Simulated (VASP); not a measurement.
Here is a VASP 6.6.1 calculation.

Contents of INCAR:

```
ALGO = Normal
EDIFF = 1E-8
ENCUT = 520
GGA = CA
IBRION = 8
ISIF = 2
ISMEAR = 0
LASPH = T
LCHARG = F
LEPSILON = T
LREAL = F
LWAVE = F
NELM = 100
NSW = 1
PREC = Accurate
SIGMA = 0.01
```

The input KPOINTS:

```
k-points
0
Gamma
  6 6 2
```

Contents of POSCAR:

```
WS2
1.0
    3.1267168619      0.0000000000      0.0000000000
   -1.5633584310      2.7078162329      0.0000000000
    0.0000000000      0.0000000000     12.1541551996
S W
4 2
Direct
    0.3333333333      0.6666666667      0.1214685650
    0.3333333333      0.6666666667      0.3785314350
    0.6666666667      0.3333333333      0.6214685650
    0.6666666667      0.3333333333      0.8785314350
    0.6666666667      0.3333333333      0.2500000000
    0.3333333333      0.6666666667      0.7500000000
```

Potentials or basis: VASP PAW LDA potentials, release 64 (S, W_sv).

Launch:

```console
$ cat potpaw_LDA.64/S/POTCAR potpaw_LDA.64/W_sv/POTCAR > POTCAR
$ mpirun -np 1 vasp_std > vasp.out
```

(1) What does it give for the electronic dielectric tensor (diagonal)?

(2) Estimate the Born charges (mean of the diagonal).

(3) What does it give for the highest phonon frequency at Γ, LO-TO splitting left out?

Answers

(1) 14.71, 14.71, 6.86.

(2) S +0.35; W -0.69 e.

(3) 443 cm⁻¹.

Caveat: the k points lie up to 0.39 Å⁻¹ apart.
